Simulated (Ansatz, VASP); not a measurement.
## SnO in VASP and in Ansatz

```
CELL_PARAMETERS angstrom
3.86826 0.00000 0.00000
0.00000 3.86826 0.00000
0.40530 0.00000 5.06624
ATOMIC_POSITIONS crystal
Sn 0.97922 0.50000 0.22846
Sn 0.52078 0.00000 0.77154
O 0.50245 0.50000 0.00027
O 0.99755 0.00000 0.99973
```

Change from the starting cell: shear of c along a, cell held, atoms relaxed: +8.0 %.

Alike in both runs: functional PBE; k mesh 10 × 10 × 8; occupations gaussian, width 0.01 eV; no spin polarisation.

Ansatz relaxed the structure, and its values are those at the end. VASP's run is a single point on that final structure, the one shown.

|  | VASP | Ansatz |
| --- | --- | --- |
| version | VASP 6.6.1 | Ansatz 0.2.0 |
| potentials or method | VASP PAW PBE potentials, release 64 (Sn_d, O), cutoff 520 eV | scalar-relativistic, plane waves, PAW |
| valence electrons in the cell | 40 | 40 |

Ansatz gave:

- gap on the k mesh at the Fermi level (eV): 0.58
- least direct gap on the mesh (eV): 1.90
- pressure (GPa): 0.3
- rms of the force components (eV/Å): 0.003

**Question.** What did VASP give for the same quantities?

**Answer.** gap on the k mesh at the Fermi level (eV): 0.59; least direct gap on the mesh (eV): 1.87; pressure (GPa): 0.5; rms of the force components (eV/Å): 0.030.

Ansatz's warnings: stress scf threshold loose.
